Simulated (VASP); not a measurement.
# ZrZn (Pm-3m) in VASP: vibrations by perturbation theory with LDA

Aim: the vibrations by perturbation theory of ZrZn with LDA.

Program: VASP 6.6.1. These are calculated values, not measurements. Logs are shortened: lines on timing, memory, paths and dates and some standing lists are left out, and cuts for length are marked.

### 1 The cell of the first run

It takes space group Pm-3m (No. 221, cubic). The conventional cell has a = 3.239 Å, b = 3.239 Å, c = 3.239 Å, α = 90.00°, β = 90.00°, γ = 90.00°. Within 3.7 Å of Zr (site symmetry m-3m) lie 8 Zn at 2.81 Å and 6 Zr at 3.24 Å. Zn (site symmetry m-3m) has 8 Zr at 2.81 Å and 6 Zn at 3.24 Å within 3.7 Å.

### 2 Vibrations by perturbation theory, LDA (16.99 Å³/atom)

INCAR reads:

```
PREC     = Accurate       # precision mode
ENCUT    = 520            # plane-wave cutoff, eV
EDIFF    = 1E-8           # SCF threshold, eV
ISMEAR   = -1             # smearing method
SIGMA    = 0.15           # smearing width, eV
LREAL    = False          # projectors in reciprocal space
LASPH    = True           # aspherical terms in the spheres
NELM     = 60             # most SCF steps
ALGO     = Normal         # electronic algorithm
ISIF     = 2              # what is computed and relaxed
LWAVE    = False          # write WAVECAR
LCHARG   = False          # write CHGCAR
NBANDS   = 19             # bands
IBRION   = 8              # ionic algorithm
NSW      = 1              # ionic steps
```

KPOINTS reads:

```
regular mesh
0
Gamma
  12 12 12
```

POSCAR reads:

```
ZrZn
1.0
    3.2389424442      0.0000000000      0.0000000000
    0.0000000000      3.2389424442      0.0000000000
    0.0000000000      0.0000000000      3.2389424442
Zr Zn
1 1
Direct
    0.5000000000      0.5000000000      0.5000000000
    0.0000000000      0.0000000000      0.0000000000
```

Potentials or basis: VASP PAW LDA potentials, release 64 (Zr_sv, Zn).

On the command line:

```sh
cat potpaw_LDA.64/Zr_sv/POTCAR potpaw_LDA.64/Zn/POTCAR > POTCAR
mpirun -np 1 vasp_std > vasp.out
```

OUTCAR:

```text
PREC = Accurate
   ENCUT = 520
   EDIFF = 1E-8
   ISMEAR = -1
   LREAL = False
   LASPH = True
   NELM = 60
   ISIF = 2
   IBRION = 8
   NSW = 1

 ion  position               nearest neighbor table
   1  0.500  0.500  0.500-   2 2.81   2 2.81   2 2.81   2 2.81   2 2.81   2 2.81   2 2.81   2 2.81

   2  0.000  0.000  0.000-   1 2.81   1 2.81   1 2.81   1 2.81   1 2.81   1 2.81   1 2.81   1 2.81

  LATTYP: Found a simple cubic cell.
 ALAT       =     3.2389424442

  Lattice vectors:

 A1 = (   3.2389424442,   0.0000000000,   0.0000000000)
 A2 = (   0.0000000000,   3.2389424442,   0.0000000000)
 A3 = (   0.0000000000,   0.0000000000,   3.2389424442)

Analysis of symmetry for initial positions (statically):
=====================================================================
 Subroutine PRICEL returns:
 Original cell was already a primitive cell.

 Routine SETGRP: Setting up the symmetry group for a
 simple cubic supercell.

 Subroutine GETGRP returns: Found 48 space group operations
 (whereof 48 operations were pure point group operations)
 out of a pool of 48 trial point group operations.

The static configuration has the point symmetry O_h .

Analysis of symmetry for dynamics (positions and initial velocities):
=====================================================================
 Subroutine PRICEL returns:
 Original cell was already a primitive cell.

 Routine SETGRP: Setting up the symmetry group for a
 simple cubic supercell.

 Subroutine GETGRP returns: Found 48 space group operations
 (whereof 48 operations were pure point group operations)
 out of a pool of 48 trial point group operations.

The dynamic configuration has the point symmetry O_h .

 Subroutine INISYM returns: Found 48 space group operations
 (whereof 48 operations are pure point group operations),
 and found     1 'primitive' translations

----------------------------------------------------------------------------------------

                                     Primitive cell

  volume of cell :      33.9789

  direct lattice vectors                    reciprocal lattice vectors
     3.238942444  0.000000000  0.000000000     0.308742751  0.000000000  0.000000000
     0.000000000  3.238942444  0.000000000     0.000000000  0.308742751  0.000000000
     0.000000000  0.000000000  3.238942444     0.000000000  0.000000000  0.308742751

  length of vectors
     3.238942444  3.238942444  3.238942444     0.308742751  0.308742751  0.308742751

  position of ions in fractional coordinates (direct lattice)
     0.500000000  0.500000000  0.500000000
     0.000000000  0.000000000  0.000000000

  ion indices of the primitive-cell ions
   primitive index   ion index
                 1           1
                 2           2

----------------------------------------------------------------------------------------

 KPOINTS: regular mesh

Automatic generation of k-mesh.
 Grid dimensions read from file:
 generate k-points for:   12   12   12

 Generating k-lattice:

  Cartesian coordinates                     Fractional coordinates (reciprocal lattice)
     0.025728563  0.000000000  0.000000000     0.083333333  0.000000000  0.000000000
     0.000000000  0.025728563  0.000000000     0.000000000  0.083333333  0.000000000
     0.000000000  0.000000000  0.025728563     0.000000000  0.000000000  0.083333333

  Length of vectors
     0.025728563  0.025728563  0.025728563

  Shift w.r.t. Gamma in fractional coordinates (k-lattice)
     0.000000000  0.000000000  0.000000000

[... 71 lines left out ...]
  volume/ion in A,a.u.               =      16.99       114.65
  Fermi-wavevector in a.u.,A,eV,Ry     =   1.457948  2.755122 28.920709  2.125612
  Thomas-Fermi vector in A             =   2.574690
   LORBIT       =      0    0 simple, 1 ext, 2 COOP (PROOUT), +10 PAW based schemes
   GGA     = CA    functional components
   LHFCALC =     F    Hartree Fock is set to
   AEXX    =    0.0000 exact exchange contribution
   IVDW    =     0    specifies the selected vdW correction
   LEPSILON=     F    determine dielectric tensor
   LRPA    =     F    only Hartree local field effects (RPA)
 non-spin polarized calculation
  energy-cutoff  :      520.00
  volume of cell :       33.98
 maximum number of plane-waves:       938
   NGX = 13   NGY = 13   NGZ = 13

--------------------------------------- Ionic step        1  -------------------------------------------

 number of electron      24.0000018 magnetization

 Free energy of the ion-electron system (eV)
  ---------------------------------------------------
  ext. energy  EPLUGINS =         0.00000000
  ---------------------------------------------------
  free energy    TOTEN  =       -11.81135431 eV

  energy without entropy =      -11.73775400  energy(sigma->0) =      -11.77455415

 E-fermi :   7.4917     XC(G=0): -12.1630

 val. band max:        7.3590416430   @ k =   0.5000   0.4167   0.0000
 cond. band min:       7.5058491827   @ k =   0.5000   0.3333   0.0000
 fundamental gap:      0.1468075397
 Fermi energy:         7.4917084968

 k-point     1 :       0.0000    0.0000    0.0000
  band No.  band energies     occupation
      1     -40.9365      2.00000
      2     -18.9205      2.00000
      3     -18.9205      2.00000
      4     -18.9205      2.00000
      5      -0.7852      2.00000
      6      -0.1929      2.00000
[... 505 lines left out ...]
      6      -0.0730      2.00000
[... 11 lines left out ...]
     18      16.6483      0.00000
     19      17.5361      0.00000

 [... further k-points ...]

------------------------ aborting loop because EDIFF is reached ----------------------------------------

  FORCE on cell =-STRESS in cart. coord.  units (eV):
  Direction    XX          YY          ZZ          XY          YZ          ZX
  --------------------------------------------------------------------------------------
  -------------------------------------------------------------------------------------
  Total        0.6531823      0.6531823      0.6531823     -0.0000000      0.0000000     -0.0000000
  in kB       30.7989063     30.7989063     30.7989063     -0.0000000      0.0000000     -0.0000000
  external PRESSURE =      30.7989063 kB  Pullay stress =       0.0000000 kB

 VOLUME and BASIS-vectors are now :
 -----------------------------------------------------------------------------
  energy-cutoff  :      520.00
  volume of cell :       33.98
      direct lattice vectors                 reciprocal lattice vectors
     3.238942444  0.000000000  0.000000000     0.308742751  0.000000000  0.000000000
     0.000000000  3.238942444  0.000000000     0.000000000  0.308742751  0.000000000
     0.000000000  0.000000000  3.238942444     0.000000000  0.000000000  0.308742751

 POSITION                                       TOTAL-FORCE (eV/Angst)
 -----------------------------------------------------------------------------------
      1.61947      1.61947      1.61947         0.000000      0.000000      0.000000
      0.00000      0.00000      0.00000         0.000000      0.000000      0.000000
 -----------------------------------------------------------------------------------
    total drift:                                0.000000      0.000000     -0.000000

  FREE ENERGIE OF THE ION-ELECTRON SYSTEM (eV)
  ---------------------------------------------------
  free  energy   TOTEN  =       -11.8113543097 eV

  energy  without entropy=      -11.7377539989  energy(sigma->0) =      -11.77455415

[... ionic steps 2 to 3 ...]

--------------------------------------- Ionic step        4  -------------------------------------------

------------------------ aborting loop because EDIFF is reached ----------------------------------------

[... ionic steps 5 to 6 ...]

--------------------------------------- Ionic step        7  -------------------------------------------

 Free energy of the ion-electron system (eV)
  ---------------------------------------------------
  ---------------------------------------------------
  free energy    TOTEN  =        -0.20938871 eV

  energy without entropy =       -0.20938870

------------------------ aborting loop because EDIFF is reached ----------------------------------------

 INTERNAL STRAIN TENSOR  FOR ION    2  DIRECTION 1   (eV/Angst):
 -----------------------------------------------------------------------------
     0.02159  0.00000 -0.00000
     0.00000 -0.00311  0.00000
     0.00000  0.00000 -0.00311

 INTERNAL STRAIN TENSOR FOR ION    2 for displacements in x,y,z  (eV/Angst):
          X           Y           Z          XY          YZ          ZX
  --------------------------------------------------------------------------------
  x     0.00000     0.00000     0.00000     0.00000     0.00000     0.00000
  y     0.00000     0.00000     0.00000     0.00000     0.00000     0.00000
  z     0.00000     0.00000     0.00000     0.00000     0.00000     0.00000

 SECOND DERIVATIVES (NOT SYMMETRIZED)
 ------------------------------------
               1X          1Y          1Z          2X          2Y          2Z
  1X    -5.169638    0.000000    0.000000    5.169638   -0.000000   -0.000000
  1Y     0.000000   -5.169638   -0.000000   -0.000000    5.169638    0.000000
  1Z     0.000000    0.000000   -5.169638   -0.000000   -0.000000    5.169638
  2X     5.158292    0.000000   -0.000000   -5.158292   -0.000000    0.000000
  2Y     0.000000    5.158292   -0.000000   -0.000000   -5.158292    0.000000
  2Z     0.000000    0.000000    5.158292   -0.000000   -0.000000   -5.158292

 Eigenvectors and eigenvalues of the dynamical matrix
 ----------------------------------------------------

   1 f  =    5.755833 THz    36.164963 2PiTHz  191.993911 cm-1    23.804200 meV
             X         Y         Z           dx          dy          dz
      1.619471  1.619471  1.619471     0.000000    0.646574   -0.000000
      0.000000  0.000000  0.000000     0.000000   -0.762851    0.000000
[... 21 lines left out ...]
   6 f/i=    0.003119 THz     0.019596 2PiTHz    0.104032 cm-1     0.012898 meV
             X         Y         Z           dx          dy          dz
      1.619471  1.619471  1.619471     0.435128    0.626583   -0.000000
      0.000000  0.000000  0.000000     0.368804    0.531076    0.000000

--------------------------------------------------------------------------------------------------------

 ELASTIC MODULI CONTR FROM IONIC RELAXATION (kBar)
 Direction    XX          YY          ZZ          XY          YZ          ZX
 --------------------------------------------------------------------------------
 XX           0.0000      0.0000      0.0000      0.0000      0.0000      0.0000
 YY           0.0000      0.0000      0.0000      0.0000      0.0000      0.0000
 ZZ           0.0000      0.0000      0.0000      0.0000      0.0000      0.0000
 XY           0.0000      0.0000      0.0000      0.0000      0.0000      0.0000
 YZ           0.0000      0.0000      0.0000      0.0000      0.0000      0.0000
 ZX           0.0000      0.0000      0.0000      0.0000      0.0000      0.0000
 --------------------------------------------------------------------------------
```

It took 2.5 min on 1 thread of Intel Xeon 6975P-C (Granite Rapids), shared host; peak memory 0.36 GiB.

Results:

- Highest phonon frequency at Γ: 192 cm⁻¹

Phonon frequencies in cm⁻¹ (negative: imaginary):
| q point | frequencies |
| --- | --- |
| (0.000, 0.000, 0.000) | 0 0 0 192 192 192 |

Caveat: the cell stands under pressure or tension, which shifts response properties.
